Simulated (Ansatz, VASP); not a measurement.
## Two plane-wave programs on NiSb

```
CELL_PARAMETERS angstrom
0.00000 2.63374 2.63374
2.63374 0.00000 2.63374
2.63374 2.63374 0.00000
ATOMIC_POSITIONS crystal
Ni 0.50000 0.50000 0.50000
Sb 0.00000 0.00000 0.00000
```

Alike in both runs: task single point; functional PBEsol; k mesh 12 × 12 × 12; occupations gaussian, width 0.05 eV; collinear spin.

|  | VASP | Ansatz |
| --- | --- | --- |
| version | VASP 6.6.1 | Ansatz 0.2.0 |
| potentials or method | VASP PAW PBE potentials, release 64 (Ni, Sb), cutoff 520 eV | scalar-relativistic, plane waves, PAW |
| valence electrons in the cell | 15 | 33 |

```csv
,VASP,Ansatz,Ansatz less VASP
gap on the k mesh at the Fermi level (eV),none,none,-
pressure (GPa),-5.1,-5.2,-0.08
net moment per atom (μB),0.00,0.00,0.000
```

VASP's potentials were made for PBE, not for PBEsol. A gap of «none» marks a metal or a gap that the smearing closes. The functional is the same, so the differences come from potentials, cutoffs and numerics. VASP's potentials hold 15 valence electrons a cell and Ansatz's 33, so a difference there can come from the potentials and not from the codes. Ansatz's warnings: seeded moment not kept.

Neither program's run includes spin-orbit coupling.
